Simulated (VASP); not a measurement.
# RbCl (Fm-3m) in VASP: single point with PBE

Aim: the single point of RbCl with PBE.

Everything below comes from runs of VASP 6.6.1. Logs are shortened: lines on timing, memory, paths and dates and some standing lists are left out, and cuts for length are marked.

## (1) The cell of the first run

The structure is cubic, space group Fm-3m (No. 225). Conventional cell: a = 6.548 Å, b = 6.548 Å, c = 6.548 Å, α = 90.00°, β = 90.00°, γ = 90.00°. Rb (site symmetry m-3m) has 6 Cl at 3.27 Å within 4.3 Å. Cl (site symmetry m-3m) has 6 Rb at 3.27 Å within 4.3 Å.

## (2) Single point, PBE

Input file INCAR:

```
SYSTEM = RbCl
PREC = Accurate
ENCUT = 500
EDIFF = 1E-6
ISMEAR = 0
SIGMA = 0.05
LREAL = .False.
LASPH = .True.
NELM = 120
ALGO = Normal
ISIF = 2
LWAVE = .False.
LCHARG = .False.
GGA = PE
NBANDS = 15
GGA_COMPAT = .False.
```

Input file KPOINTS:

```
regular mesh
0
Gamma
  6 6 6
  0 0 0
```

Input file POSCAR:

```
RbCl
1.0
    0.0000000000      3.2740000000      3.2740000000
    3.2740000000      0.0000000000      3.2740000000
    3.2740000000      3.2740000000      0.0000000000
Rb Cl
1 1
Direct
    0.0000000000      0.0000000000      0.0000000000
    0.5000000000      0.5000000000      0.5000000000
```

Potentials or basis: VASP PAW PBE potentials, release 64 (Rb_sv, Cl).

On the command line:

```console
$ cat potpaw_PBE.64/Rb_sv/POTCAR potpaw_PBE.64/Cl/POTCAR > POTCAR
$ mpirun -np 1 vasp_std > vasp.out
```

OUTCAR:

```text
SYSTEM = RbCl
   PREC = Accurate
   ENCUT = 500
   EDIFF = 1E-6
   ISMEAR = 0
   LREAL = .False.
   LASPH = .True.
   NELM = 120
   ISIF = 2
   GGA = PE

 ion  position               nearest neighbor table
   1  0.000  0.000  0.000-   2 3.27   2 3.27   2 3.27   2 3.27   2 3.27   2 3.27
   2  0.500  0.500  0.500-   1 3.27   1 3.27   1 3.27   1 3.27   1 3.27   1 3.27

  LATTYP: Found a face centered cubic cell.
 ALAT       =     6.5480000000

  Lattice vectors:

 A1 = (   0.0000000000,   3.2740000000,   3.2740000000)
 A2 = (   3.2740000000,   0.0000000000,   3.2740000000)
 A3 = (   3.2740000000,   3.2740000000,   0.0000000000)

Analysis of symmetry for initial positions (statically):
=====================================================================
 Subroutine PRICEL returns:
 Original cell was already a primitive cell.

 Routine SETGRP: Setting up the symmetry group for a
 face centered cubic supercell.

 Subroutine GETGRP returns: Found 48 space group operations
 (whereof 48 operations were pure point group operations)
 out of a pool of 48 trial point group operations.

The static configuration has the point symmetry O_h .

Analysis of symmetry for dynamics (positions and initial velocities):
=====================================================================
 Subroutine PRICEL returns:
 Original cell was already a primitive cell.

 Routine SETGRP: Setting up the symmetry group for a
 face centered cubic supercell.

 Subroutine GETGRP returns: Found 48 space group operations
 (whereof 48 operations were pure point group operations)
 out of a pool of 48 trial point group operations.

The dynamic configuration has the point symmetry O_h .

 Subroutine INISYM returns: Found 48 space group operations
 (whereof 48 operations are pure point group operations),
 and found     1 'primitive' translations

----------------------------------------------------------------------------------------

                                     Primitive cell

  volume of cell :      70.1885

  direct lattice vectors                    reciprocal lattice vectors
     0.000000000  3.274000000  3.274000000    -0.152718387  0.152718387  0.152718387
     3.274000000  0.000000000  3.274000000     0.152718387 -0.152718387  0.152718387
     3.274000000  3.274000000  0.000000000     0.152718387  0.152718387 -0.152718387

  length of vectors
     4.630135203  4.630135203  4.630135203     0.264516006  0.264516006  0.264516006

  position of ions in fractional coordinates (direct lattice)
     0.000000000  0.000000000  0.000000000
     0.500000000  0.500000000  0.500000000

  ion indices of the primitive-cell ions
   primitive index   ion index
                 1           1
                 2           2

----------------------------------------------------------------------------------------

 KPOINTS: regular mesh

Automatic generation of k-mesh.
 Grid dimensions read from file:
 generate k-points for:    6    6    6

 Generating k-lattice:

  Cartesian coordinates                     Fractional coordinates (reciprocal lattice)
    -0.025453065  0.025453065  0.025453065     0.166666667  0.000000000  0.000000000
     0.025453065 -0.025453065  0.025453065     0.000000000  0.166666667  0.000000000
     0.025453065  0.025453065 -0.025453065     0.000000000  0.000000000  0.166666667

  Length of vectors
     0.044086001  0.044086001  0.044086001

  Shift w.r.t. Gamma in fractional coordinates (k-lattice)
     0.000000000  0.000000000  0.000000000

 Subroutine IBZKPT returns following result:
 ===========================================

 Found     16 irreducible k-points:

 Following reciprocal coordinates:
            Coordinates               Weight
  0.000000  0.000000  0.000000      1.000000
  0.166667  0.000000  0.000000      8.000000
  0.333333  0.000000  0.000000      8.000000
  0.500000  0.000000  0.000000      4.000000
  0.166667  0.166667  0.000000      6.000000
  0.333333  0.166667  0.000000     24.000000
[... 8 lines left out ...]
 -0.333333  0.333333  0.166667     24.000000
 -0.333333  0.500000  0.166667     12.000000
   k-points           NKPTS =     16   k-points in BZ     NKDIM =     16   number of bands    NBANDS=     15
   number of dos      NEDOS =    301   number of ions     NIONS =      2
   total plane-waves  NPLWV =  46656
   dimension x,y,z NGX =    36 NGY =   36 NGZ =   36
   dimension x,y,z NGXF=    72 NGYF=   72 NGZF=   72
   ions per type =               1   1
   NGX,Y,Z   is equivalent  to a cutoff of  12.93, 12.93, 12.93 a.u.
   NGXF,Y,Z  is equivalent  to a cutoff of  25.85, 25.85, 25.85 a.u.
 SYSTEM =  RbCl
   PREC   = accura    normal or accurate (medium, high low for compatibility)
   ISTART =      0    job   : 0-new  1-cont  2-samecut
   ICHARG =      2    charge: 1-file 2-atom 10-const
   ISPIN  =      1    spin polarized calculation?
   LNONCOLLINEAR =      F non collinear calculations
   LSORBIT =      F    spin-orbit coupling
   LASPH  =      T    aspherical Exc in radial PAW
   ENCUT  =  500.0 eV  36.75 Ry    6.06 a.u.   8.44  8.44  8.44*2*pi/ulx,y,z
   NELM   =    120;   NELMIN=  2; NELMDL= -5     # of ELM steps
   EDIFF  = 0.1E-05   stopping-criterion for ELM
   LREAL  =      F    real-space projection
   EDIFFG = 0.1E-04   stopping-criterion for IOM
   NSW    =      0    number of steps for IOM
   IBRION =     -1    ionic relax: 0-MD 1-quasi-New 2-CG
   NFREE  =      0    steps in history (QN), initial steepest desc. (CG)
   ISIF   =      2    stress and relaxation
   ISYM   =      2    0-nonsym 1-usesym 2-fastsym
   POTIM  = 0.5000    time-step for ionic-motion
   TEBEG  =    0.0;   TEEND  =   0.0 temperature during run
   PSTRESS=    0.0 pullay stress
   NELECT =      16.0000    total number of electrons
   NUPDOWN=      -1.0000    fix difference up-down
   EMIN   =  10.00;   EMAX   =-10.00  energy-range for DOS
   EFERMI =   0.00;   METHOD = LEGACY
   ISMEAR =     0;   SIGMA  =   0.05  broadening in eV -4-tet -1-fermi 0-gaus
   EFERMI_NEDOS =   21; number of points for ismear=-14 and -15
   IALGO  =     38    algorithm
   IMIX   =      4    mixing-type and parameters
     AMIX     =   0.40;   BMIX     =  1.00
     AMIX_MAG =   1.60;   BMIX_MAG =  1.00
  volume/ion in A,a.u.               =      35.09       236.83
  Fermi-wavevector in a.u.,A,eV,Ry     =   1.000060  1.889840 13.607465  1.000120
  Thomas-Fermi vector in A             =   2.132392
   LORBIT       =      0    0 simple, 1 ext, 2 COOP (PROOUT), +10 PAW based schemes
   GGA     = PE    functional components
   LHFCALC =     F    Hartree Fock is set to
   AEXX    =    0.0000 exact exchange contribution
   IVDW    =     0    specifies the selected vdW correction
   LEPSILON=     F    determine dielectric tensor
   LRPA    =     F    only Hartree local field effects (RPA)
 non-spin polarized calculation
 Gauss-broadening in eV      SIGMA  =   0.05
  energy-cutoff  :      500.00
  volume of cell :       70.19
 maximum number of plane-waves:      1807
 NGX is ok and might be reduce to    36
   NGX = 17   NGY = 17   NGZ = 17

 number of electron      16.0000001 magnetization

 Free energy of the ion-electron system (eV)
  ---------------------------------------------------
  ext. energy  EPLUGINS =         0.00000000
  ---------------------------------------------------
  free energy    TOTEN  =        -6.65811511 eV

  energy without entropy =       -6.65811511  energy(sigma->0) =       -6.65811511

 E-fermi :  -1.5050     XC(G=0):  -7.4134

 val. band max:       -1.8203830555   @ k =   0.0000   0.0000   0.0000
 cond. band min:       3.2264000404   @ k =   0.0000   0.0000   0.0000
 fundamental gap:      5.0467830958
 Fermi energy:        -1.5049897782

 k-point     1 :       0.0000    0.0000    0.0000
  band No.  band energies     occupation
      1     -25.7070      2.00000
      2     -13.8324      2.00000
      3      -9.7558      2.00000
      4      -9.7558      2.00000
      5      -9.7558      2.00000
      6      -1.8204      2.00000
      7      -1.8204      2.00000
      8      -1.8204      2.00000
      9       3.2264      0.00000
     10       6.1833      0.00000
     11       6.1833      0.00000
     12       6.1833      0.00000
     13       7.1766      0.00000
     14       7.1766      0.00000
     15      10.3366      0.00000

 k-point     2 :       0.1667    0.0000    0.0000
  band No.  band energies     occupation
      1     -25.7027      2.00000
      2     -13.8494      2.00000
      3      -9.7590      2.00000
      4      -9.7590      2.00000
      5      -9.7480      2.00000
      6      -2.0833      2.00000
      7      -1.9135      2.00000
      8      -1.9135      2.00000
      9       3.8562      0.00000
     10       6.0150      0.00000
     11       6.5335      0.00000
     12       6.5335      0.00000
     13       7.5938      0.00000
     14       7.5938      0.00000
     15      11.4080      0.00000

 k-point     3 :       0.3333    0.0000    0.0000
  band No.  band energies     occupation
      1     -25.6941      2.00000
      2     -13.8832      2.00000
      3      -9.7652      2.00000
      4      -9.7652      2.00000
      5      -9.7330      2.00000
      6      -2.5176      2.00000
      7      -2.0892      2.00000
      8      -2.0892      2.00000
      9       5.2046      0.00000
     10       6.0228      0.00000
     11       7.5011      0.00000
     12       7.5011      0.00000
     13       8.6509      0.00000
     14       8.6509      0.00000
     15      11.1305      0.00000
[... 199 lines left out ...]
 k-point    15 :      -0.3333    0.3333    0.1667
  band No.  band energies     occupation
      1     -25.6860      2.00000
      2     -13.8390      2.00000
      3      -9.9027      2.00000
      4      -9.8949      2.00000
      5      -9.7444      2.00000
      6      -2.3762      2.00000
      7      -2.0956      2.00000
      8      -2.0866      2.00000
      9       5.9138      0.00000
     10       5.9796      0.00000
     11       7.7937      0.00000
     12       7.8818      0.00000
     13       9.2597      0.00000
     14       9.8750      0.00000
     15      10.2965      0.00000

 k-point    16 :      -0.3333    0.5000    0.1667
  band No.  band energies     occupation
      1     -25.6848      2.00000
      2     -13.8094      2.00000
      3      -9.9870      2.00000
      4      -9.9042      2.00000
      5      -9.7725      2.00000
      6      -2.1900      2.00000
      7      -2.1048      2.00000
      8      -1.9984      2.00000
      9       5.0903      0.00000
     10       6.7851      0.00000
     11       7.0653      0.00000
     12       8.0993      0.00000
     13       9.0914      0.00000
     14      10.0085      0.00000
     15      10.5467      0.00000

------------------------ aborting loop because EDIFF is reached ----------------------------------------

  FORCE on cell =-STRESS in cart. coord.  units (eV):
  Direction    XX          YY          ZZ          XY          YZ          ZX
  --------------------------------------------------------------------------------------
  -------------------------------------------------------------------------------------
  Total        0.5041963      0.5041963      0.5041963     -0.0000000      0.0000000      0.0000000
  in kB       11.5091763     11.5091763     11.5091763     -0.0000000      0.0000000      0.0000000
  external PRESSURE =      11.5091763 kB  Pullay stress =       0.0000000 kB

 VOLUME and BASIS-vectors are now :
 -----------------------------------------------------------------------------
  energy-cutoff  :      500.00
  volume of cell :       70.19
      direct lattice vectors                 reciprocal lattice vectors
     0.000000000  3.274000000  3.274000000    -0.152718387  0.152718387  0.152718387
     3.274000000  0.000000000  3.274000000     0.152718387 -0.152718387  0.152718387
     3.274000000  3.274000000  0.000000000     0.152718387  0.152718387 -0.152718387

 POSITION                                       TOTAL-FORCE (eV/Angst)
 -----------------------------------------------------------------------------------
      0.00000      0.00000      0.00000        -0.000000     -0.000000     -0.000000
      3.27400      3.27400      3.27400         0.000000      0.000000      0.000000
 -----------------------------------------------------------------------------------
    total drift:                                0.000000      0.000000      0.000000

  FREE ENERGIE OF THE ION-ELECTRON SYSTEM (eV)
  ---------------------------------------------------
  free  energy   TOTEN  =        -6.6581151127 eV

  energy  without entropy=       -6.6581151127  energy(sigma->0) =       -6.65811511
```

Wall time 20 s (1 thread of AMD EPYC 7R13 (Zen 3), shared host); peak memory 0.17 GiB.

Results:

```yaml
Free_energy: -6.6581 eV
Pressure: 1.2 GPa
Band_gap_on_the_k_mesh: 5.05 eV, direct
```

Levels at points of the mesh, in eV from the valence-band top:
```tsv
k point	band 6	band 7	band 8	band 9	band 10	band 11
(0.00, 0.00, 0.00)	0.00	0.00	0.00	5.05	8.00	8.00
(0.50, 0.00, 0.00)	-0.88	-0.35	-0.35	7.80	8.03	10.21
(0.50, 0.50, 0.00)	-0.32	-0.10	-0.10	6.20	8.14	9.80
```

PBE gaps usually lie below the measured ones, often by a third to a half.
